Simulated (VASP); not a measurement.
A run of VASP 6.6.1:

Contents of INCAR:

```
SYSTEM = ZrTiGe4
PREC = Accurate
ENCUT = 500
EDIFF = 1E-6
ISMEAR = -1
SIGMA = 0.15
LREAL = .False.
LASPH = .True.
NELM = 120
ALGO = Normal
ISIF = 2
LWAVE = .False.
LCHARG = .True.
GGA = PE
LELF = .True.
LVHAR = .True.
NBANDS = 49
GGA_COMPAT = .False.
```

The input KPOINTS:

```
regular mesh
0
Gamma
  10 10 10
  0 0 0
```

The input POSCAR:

```
ZrTiGe4
1.0
    3.7684193161      0.0000000000      0.0000000000
    0.0000000000      1.8880899473      7.3685941657
    0.0000000000     -1.8880899473      7.3685941657
Zr Ti Ge
1 1 4
Direct
    0.0000000000      0.8943851828      0.8943851828
    0.5000000000      0.1039736398      0.1039736398
    0.5000000000      0.4449188095      0.4449188095
    0.0000000000      0.5668594933      0.5668594933
    0.0000000000      0.2451259979      0.2451259979
    0.5000000000      0.7447368768      0.7447368768
```

Potentials or basis: VASP PAW PBE potentials, release 64 (Zr_sv, Ti_sv, Ge_d).

The run is started by

```bash
$ cat potpaw_PBE.64/Zr_sv/POTCAR potpaw_PBE.64/Ti_sv/POTCAR potpaw_PBE.64/Ge_d/POTCAR > POTCAR
$ mpirun -np 1 vasp_std > vasp.out
```

Hardware: 1 thread of Intel Xeon 8259CL, on a shared host.

Task: Estimate the wall time of this run.

Result: Wall time 51 min on 1 thread of Intel Xeon 8259CL (shared host), peak memory 0.86 GiB. Counts: scf iterations 16, k points 186.
